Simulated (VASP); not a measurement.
# SnS2 (P-3m1) in VASP: single point with HSE06

Aim: the single point of SnS2 with HSE06.

Program: VASP 6.6.1. These are calculated values, not measurements. Logs are shortened: lines on timing, memory, paths and dates and some standing lists are left out, and cuts for length are marked.

## (1) The cell of the first run

Symmetry: P-3m1, No. 164, trigonal system. Conventional cell: a = 3.661 Å, b = 3.661 Å, c = 5.843 Å, α = 90.00°, β = 90.00°, γ = 120.00°. Within 3.4 Å of Sn (site symmetry -3m) lie 6 S at 2.57 Å. Within 3.4 Å of S (site symmetry 3m) lie 3 Sn at 2.57 Å.

## (2) Single point, HSE06 (uniaxial z strain -2.0%)

The input, POSCAR:

```
SnS2
1.0
    3.6607548065      0.0000000000      0.0000000000
   -1.8303774033      3.1703066595      0.0000000000
    0.0000000000      0.0000000000      5.8425452398
Sn S
1 2
Direct
    0.0000000000      0.0000000000      0.0000000000
    0.3333333333      0.6666666667      0.2501178712
    0.6666666667      0.3333333333      0.7498821288
```

The input, INCAR.step1:

```
SYSTEM = SnS2
ALGO = Normal ; EDIFF = 1E-5
ENCUT = 400 ; GGA = PE
GGA_COMPAT = .False. ; ISIF = 2
ISMEAR = 0 ; LASPH = .True.
LREAL = .False. ; LWAVE = .True.
NBANDS = 20 ; NELM = 120
PREC = Accurate ; SIGMA = 0.01
```

The input, INCAR.step2:

```
SYSTEM = SnS2
ALGO = Normal ; EDIFF = 1E-6
ENCUT = 400 ; GGA = PE
GGA_COMPAT = .False. ; HFSCREEN = 0.2079
ISIF = 2 ; ISMEAR = 0
ISTART = 1 ; LASPH = .True.
LCHARG = .True. ; LELF = .True.
LHFCALC = .True. ; LREAL = .False.
LVHAR = .True. ; LWAVE = .False.
NBANDS = 20 ; NELM = 120
PREC = Accurate ; PRECFOCK = Normal
SIGMA = 0.01
```

The input, KPOINTS:

```
k-points
0
Gamma
  6 6 4
  0 0 0
```

Potentials or basis: VASP PAW PBE potentials, release 64 (Sn_d, S).

Run with:

```console
> cat potpaw_PBE.64/Sn_d/POTCAR potpaw_PBE.64/S/POTCAR > POTCAR
> cp INCAR.step1 INCAR
> mpirun -np 1 vasp_std > vasp.out
> cp INCAR.step2 INCAR
> mpirun -np 1 vasp_std > vasp.out
```

OUTCAR:

```text
SYSTEM = SnS2
   EDIFF = 1E-6
   ENCUT = 400
   GGA = PE
   HFSCREEN = 0.2079
   ISIF = 2
   ISMEAR = 0
   ISTART = 1
   LASPH = .True.
   LHFCALC = .True.
   LREAL = .False.
   NELM = 120
   PREC = Accurate
   PRECFOCK = Normal

 ion  position               nearest neighbor table
   1  0.000  0.000  0.000-   2 2.57   3 2.57   3 2.57   2 2.57   3 2.57   2 2.57
   2  0.333  0.667  0.250-   1 2.57   1 2.57   1 2.57
   3  0.667  0.333  0.750-   1 2.57   1 2.57   1 2.57

  LATTYP: Found a hexagonal cell.
 ALAT       =     3.6607548065
 C/A-ratio  =     1.5959946920

  Lattice vectors:

 A1 = (   3.6607548065,   0.0000000000,   0.0000000000)
 A2 = (  -1.8303774033,   3.1703066595,   0.0000000000)
 A3 = (   0.0000000000,   0.0000000000,   5.8425452398)

Analysis of symmetry for initial positions (statically):
=====================================================================
 Subroutine PRICEL returns:
 Original cell was already a primitive cell.

 Routine SETGRP: Setting up the symmetry group for a
 hexagonal supercell.

 Subroutine GETGRP returns: Found 12 space group operations
 (whereof 12 operations were pure point group operations)
 out of a pool of 24 trial point group operations.

The static configuration has the point symmetry D_3d.

Analysis of symmetry for dynamics (positions and initial velocities):
=====================================================================
 Subroutine PRICEL returns:
 Original cell was already a primitive cell.

 Routine SETGRP: Setting up the symmetry group for a
 hexagonal supercell.

 Subroutine GETGRP returns: Found 12 space group operations
 (whereof 12 operations were pure point group operations)
 out of a pool of 24 trial point group operations.

The dynamic configuration has the point symmetry D_3d.

 Subroutine INISYM returns: Found 12 space group operations
 (whereof 12 operations are pure point group operations),
 and found     1 'primitive' translations

----------------------------------------------------------------------------------------

                                     Primitive cell

  volume of cell :      67.8069

  direct lattice vectors                    reciprocal lattice vectors
     3.660754806  0.000000000  0.000000000     0.273167708  0.157713450  0.000000000
    -1.830377403  3.170306660  0.000000000     0.000000000  0.315426899  0.000000000
     0.000000000  0.000000000  5.842545240     0.000000000  0.000000000  0.171158281

  length of vectors
     3.660754806  3.660754807  5.842545240     0.315426899  0.315426899  0.171158281

  position of ions in fractional coordinates (direct lattice)
     0.000000000  0.000000000  0.000000000
     0.333333333  0.666666667  0.250117871
     0.666666667  0.333333333  0.749882129

  ion indices of the primitive-cell ions
   primitive index   ion index
                 1           1
                 2           2
                 3           3

----------------------------------------------------------------------------------------

 KPOINTS: k-points

Automatic generation of k-mesh.
 Grid dimensions read from file:
 generate k-points for:    6    6    4

 Generating k-lattice:

  Cartesian coordinates                     Fractional coordinates (reciprocal lattice)
     0.045527951  0.026285575  0.000000000     0.166666667  0.000000000  0.000000000
     0.000000000  0.052571150  0.000000000     0.000000000  0.166666667  0.000000000
     0.000000000  0.000000000  0.042789570     0.000000000  0.000000000  0.250000000

  Length of vectors
     0.052571150  0.052571150  0.042789570

  Shift w.r.t. Gamma in fractional coordinates (k-lattice)
     0.000000000  0.000000000  0.000000000

 Subroutine IBZKPT returns following result:
 ===========================================

 Found     24 irreducible k-points:

 Following reciprocal coordinates:
            Coordinates               Weight
  0.000000  0.000000  0.000000      1.000000
  0.166667  0.000000  0.000000      6.000000
  0.333333  0.000000  0.000000      6.000000
  0.500000  0.000000  0.000000      3.000000
  0.166667  0.166667  0.000000      6.000000
  0.333333  0.166667  0.000000     12.000000
[... 16 lines left out ...]
  0.333333  0.166667  0.500000     12.000000
  0.333333  0.333333  0.500000      2.000000
   k-points           NKPTS =     24   k-points in BZ     NKDIM =    144   number of bands    NBANDS=     20
   number of dos      NEDOS =    301   number of ions     NIONS =      3
   total plane-waves  NPLWV =  23040
   dimension x,y,z NGX =    24 NGY =   24 NGZ =   40
   dimension x,y,z NGXF=    48 NGYF=   48 NGZF=   80
   ions per type =               1   2
   NGX,Y,Z   is equivalent  to a cutoff of  10.90, 10.90, 11.38 a.u.
   NGXF,Y,Z  is equivalent  to a cutoff of  21.80, 21.80, 22.76 a.u.
 SYSTEM =  SnS2
   PREC   = accura    normal or accurate (medium, high low for compatibility)
   ISTART =      1    job   : 0-new  1-cont  2-samecut
   ICHARG =      0    charge: 1-file 2-atom 10-const
   ISPIN  =      1    spin polarized calculation?
   LNONCOLLINEAR =      F non collinear calculations
   LSORBIT =      F    spin-orbit coupling
   LASPH  =      T    aspherical Exc in radial PAW
   ENCUT  =  400.0 eV  29.40 Ry    5.42 a.u.   5.97  5.97  9.53*2*pi/ulx,y,z
   NELM   =    120;   NELMIN=  2; NELMDL=  0     # of ELM steps
   EDIFF  = 0.1E-05   stopping-criterion for ELM
   LREAL  =      F    real-space projection
   EDIFFG = 0.1E-04   stopping-criterion for IOM
   NSW    =      0    number of steps for IOM
   IBRION =     -1    ionic relax: 0-MD 1-quasi-New 2-CG
   NFREE  =      0    steps in history (QN), initial steepest desc. (CG)
   ISIF   =      2    stress and relaxation
   ISYM   =      3    0-nonsym 1-usesym 2-fastsym
   POTIM  = 0.5000    time-step for ionic-motion
   TEBEG  =    0.0;   TEEND  =   0.0 temperature during run
   PSTRESS=    0.0 pullay stress
   NELECT =      26.0000    total number of electrons
   NUPDOWN=      -1.0000    fix difference up-down
   EMIN   =  10.00;   EMAX   =-10.00  energy-range for DOS
   EFERMI =   0.00;   METHOD = LEGACY
   ISMEAR =     0;   SIGMA  =   0.01  broadening in eV -4-tet -1-fermi 0-gaus
   EFERMI_NEDOS =   21; number of points for ismear=-14 and -15
   IALGO  =     38    algorithm
   IMIX   =      1    mixing-type and parameters
     AMIX     =   0.40;   BMIX     =  1.00
     AMIX_MAG =   1.60;   BMIX_MAG =  1.00
  volume/ion in A,a.u.               =      22.60       152.53
  Fermi-wavevector in a.u.,A,eV,Ry     =   1.189345  2.247537 19.246014  1.414542
  Thomas-Fermi vector in A             =   2.325455
   LORBIT       =      0    0 simple, 1 ext, 2 COOP (PROOUT), +10 PAW based schemes
   GGA     = PE    functional components
   LHFCALC =     T    Hartree Fock is set to
   PRECFOCK=normal    Normal, Fast or Accurate (Low or Medium for compatibility)
   ENCUT4O =  -1.0   cutoff for four orbital integrals eV
   NKREDX  =     1    reduce k-point grid by
   NKREDY  =     1    reduce k-point grid by
   NKREDZ  =     1    reduce k-point grid by
   AEXX    =    0.2500 exact exchange contribution
   HFSCREEN=    0.2079 screening length (either q_TF or 0.3 A-1)
   HFSCREENC=   0.2079 screening length for correlation (either q_TF or 0.3 A-1)
   ENCUTFOCK=  -1.0 apply spherical cutoff to Coloumb kernel
   IVDW    =     0    specifies the selected vdW correction
   LEPSILON=     F    determine dielectric tensor
   LRPA    =     F    only Hartree local field effects (RPA)
 non-spin polarized calculation
 Gauss-broadening in eV      SIGMA  =   0.01
  energy-cutoff  :      400.00
  volume of cell :       67.81
 maximum number of plane-waves:      1242
  NGX = 18; NGY = 18; NGZ = 30

 number of electron      26.0000009 magnetization

 Free energy of the ion-electron system (eV)
  ---------------------------------------------------
  ext. energy  EPLUGINS =         0.00000000
  ---------------------------------------------------
  free energy    TOTEN  =       -16.17420526 eV

  energy without entropy =      -16.17420526  energy(sigma->0) =      -16.17420526

 E-fermi :   4.2414     XC(G=0):  -7.9933

 val. band max:        4.1254312051   @ k =   0.0000   0.0000   0.0000
 cond. band min:       6.4056850158   @ k =   0.5000   0.0000   0.2500
 fundamental gap:      2.2802538107
 Fermi energy:         4.2413908442

 k-point     1 :       0.0000    0.0000    0.0000
  band No.  band energies     occupation
      1     -18.7971      2.00000
      2     -18.7971      2.00000
      3     -18.7360      2.00000
      4     -18.7095      2.00000
      5     -18.7095      2.00000
      6     -11.0620      2.00000
[... 12 lines left out ...]
     19      14.7909      0.00000
     20      14.7909      0.00000

 k-point     2 :       0.1667    0.0000    0.0000
  band No.  band energies     occupation
      1     -18.8177      2.00000
      2     -18.7854      2.00000
      3     -18.7263      2.00000
      4     -18.7150      2.00000
      5     -18.7048      2.00000
      6     -10.7304      2.00000
[... 12 lines left out ...]
     19      14.1980      0.00000
     20      15.0672      0.00000

 k-point     3 :       0.3333    0.0000    0.0000
  band No.  band energies     occupation
      1     -18.8627      2.00000
      2     -18.7723      2.00000
      3     -18.7368      2.00000
      4     -18.6922      2.00000
      5     -18.6851      2.00000
      6      -9.8287      2.00000
[... 12 lines left out ...]
     19      14.6140      0.00000
     20      15.8244      0.00000

 k-point     4 :       0.5000    0.0000    0.0000
  band No.  band energies     occupation
      1     -18.8858      2.00000
      2     -18.7702      2.00000
      3     -18.7439      2.00000
      4     -18.6783      2.00000
      5     -18.6706      2.00000
      6      -9.0166      2.00000
[... 429 lines left out ...]
 k-point    23 :       0.3333    0.1667    0.5000
  band No.  band energies     occupation
      1     -18.8640      2.00000
      2     -18.7885      2.00000
      3     -18.7303      2.00000
      4     -18.6921      2.00000
      5     -18.6753      2.00000
      6      -8.9817      2.00000
[... 12 lines left out ...]
     19      14.5060      0.00000
     20      15.5485      0.00000

 k-point    24 :       0.3333    0.3333    0.5000
  band No.  band energies     occupation
      1     -18.8295      2.00000
      2     -18.8295      2.00000
      3     -18.7038      2.00000
      4     -18.7038      2.00000
      5     -18.6846      2.00000
      6      -8.3855      2.00000
[... 12 lines left out ...]
     19      14.8829      0.00000
     20      14.9045      0.00000

------------------------ aborting loop because EDIFF is reached ----------------------------------------

  FORCE on cell =-STRESS in cart. coord.  units (eV):
  Direction    XX          YY          ZZ          XY          YZ          ZX
  --------------------------------------------------------------------------------------
  -------------------------------------------------------------------------------------
  Total       -0.0221649     -0.0221649      0.1563897      0.0000000     -0.0000000      0.0000000
  in kB       -0.5237240     -0.5237240      3.6952578      0.0000000     -0.0000000      0.0000000
  external PRESSURE =       0.8826033 kB  Pullay stress =       0.0000000 kB

 VOLUME and BASIS-vectors are now :
 -----------------------------------------------------------------------------
  energy-cutoff  :      400.00
  volume of cell :       67.81
      direct lattice vectors                 reciprocal lattice vectors
     3.660754806  0.000000000  0.000000000     0.273167708  0.157713450  0.000000000
    -1.830377403  3.170306660  0.000000000     0.000000000  0.315426899  0.000000000
     0.000000000  0.000000000  5.842545240     0.000000000  0.000000000  0.171158281

 POSITION                                       TOTAL-FORCE (eV/Angst)
 -----------------------------------------------------------------------------------
      0.00000      0.00000      0.00000         0.000000      0.000000      0.000000
     -0.00000      2.11354      1.46132        -0.000000      0.000000     -0.275274
      1.83038      1.05677      4.38122         0.000000     -0.000000      0.275274
 -----------------------------------------------------------------------------------
    total drift:                                0.000000      0.000000     -0.000000

  FREE ENERGIE OF THE ION-ELECTRON SYSTEM (eV)
  ---------------------------------------------------
  free  energy   TOTEN  =       -16.1742052617 eV

  energy  without entropy=      -16.1742052617  energy(sigma->0) =      -16.17420526
```

It took 45 min on 1 thread of Intel Xeon Platinum 8488C (Sapphire Rapids), shared host; peak memory 0.28 GiB.

Results:

| Item | Value |
| --- | --- |
| Free energy | -16.1742 eV |
| Pressure | 0.1 GPa |
| Largest force | 0.275 eV/Å |
| Band gap on the k mesh | 2.28 eV (least direct gap 2.79 eV) |

Forces in eV/Å, atoms in the order of the input:
```
Sn   0.000  0.000  0.000
S    0.000  0.000 -0.275
S    0.000  0.000  0.275
```

Caveat: the cell differs from its parent crystal (uniaxial z strain -2.0%); the PAW data sets were made with another functional, which shifts forces and pressure a little; spin-orbit coupling is left out, which moves the levels of the heavy elements; this functional lacks dispersion, which binds layers or chains, so the pressure and a relaxed spacing across them are unreliable. A k mesh can miss the band edges.
